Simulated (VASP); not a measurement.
The system is NaCl.

```
CELL_PARAMETERS angstrom
-0.04017 2.76253 2.76253
2.76253 -0.04017 2.76253
2.76253 2.76253 -0.04017
ATOMIC_POSITIONS crystal
Na 0.00000 0.00000 0.00000
Cl 0.50000 0.50000 0.50000
```

This cell differs from its parent crystal: strain along [111] -2.1%.

Program: VASP 6.6.1. Alike in all runs: task single point; potentials or basis VASP PAW PBE potentials, release 64 (Na_pv, Cl); no spin polarisation; cell as given; cutoff (eV) 520.

Order these runs on this cell by their band gap on the k mesh, lowest first.
A. level PBE; k mesh 8 × 8 × 8; smearing fermi-dirac 0.02 eV
B. level r2SCAN; k mesh 8 × 8 × 8; smearing gaussian 0.01 eV
C. level HSE06; k mesh 6 × 6 × 6; smearing gaussian 0.01 eV; grid for exact exchange (PRECFOCK) Normal; share of exact exchange 0.25; screening parameter 0.2079 1/Å

A (5.21 eV), B (6.03 eV), C (6.58 eV).
